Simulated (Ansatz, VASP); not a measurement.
**Two plane-wave programs on C**

```
C
1.0
     2.12732   -1.22828    0.00000
     2.12732    1.22828    0.00000
    -1.37907    0.00000    3.45029
C
2
Direct
  0.83336 0.83336 0.00009
  0.16664 0.16664 0.99991
```

Alike in both runs: task single point; functional PBEsol; k mesh 16 × 16 × 10; occupations fermi-dirac, width 0.1 eV; no spin polarisation.

|  | VASP | Ansatz |
| --- | --- | --- |
| version | VASP 6.6.1 | Ansatz 0.2.0 |
| potentials or method | VASP PAW PBE potentials, release 64 (C), cutoff 520 eV | plane waves, PAW |
| valence electrons in the cell | 8 | 8 |

Ansatz gave:

```
pressure (GPa)                                                : 1.0
traceless stress, the component that is largest in VASP (GPa) : -0.23
```

Q: Which values does VASP return?

A: Pressure (GPa): 1.6; traceless stress, the component that is largest in VASP (GPa): -0.96.

VASP's potentials were made for PBE, not for PBEsol.
